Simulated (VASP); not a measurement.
A run of VASP 6.6.1:

Contents of INCAR:

```
PREC     = Accurate       # precision mode
ENCUT    = 600            # plane-wave cutoff, eV
EDIFF    = 1E-6           # SCF threshold, eV
ISMEAR   = -1             # smearing method
SIGMA    = 0.1            # smearing width, eV
LREAL    = F              # projectors in reciprocal space
LASPH    = T              # aspherical terms in the spheres
NELM     = 100            # most SCF steps
ALGO     = Normal         # electronic algorithm
ISIF     = 3              # what is computed and relaxed
LWAVE    = F              # write WAVECAR
LCHARG   = F              # write CHGCAR
GGA      = CA             # functional
IBRION   = 2              # ionic algorithm
NSW      = 80             # ionic steps
EDIFFG   = -0.01          # ionic threshold
```

KPOINTS

```
regular mesh
0
Gamma
  8 8 11
```

File POSCAR:

```
Ti
1.0
    4.6382998794      0.0000000000      0.0000000000
   -2.3191499397      4.0168855259      0.0000000000
    0.0000000000      0.0000000000      2.8432778261
Ti
3
Direct
    0.0000000000      0.0000000000      0.0000000000
    0.3333333333      0.6666666667      0.5000000000
    0.6666666667      0.3333333333      0.5000000000
```

Potentials or basis: VASP PAW LDA potentials, release 64 (Ti_sv).

Launch:

```bash
$ cat potpaw_LDA.64/Ti_sv/POTCAR > POTCAR
$ mpirun -np 1 vasp_std > vasp.out
```

Hardware: 1 thread of AMD EPYC 7R13 (shared host).

Problem. Estimate the wall time of this run.

Solution. Wall time 19 min on 1 thread of AMD EPYC 7R13 (shared host), peak memory 0.18 GiB. Counts: scf iterations 85, k points 60, ion steps 9.
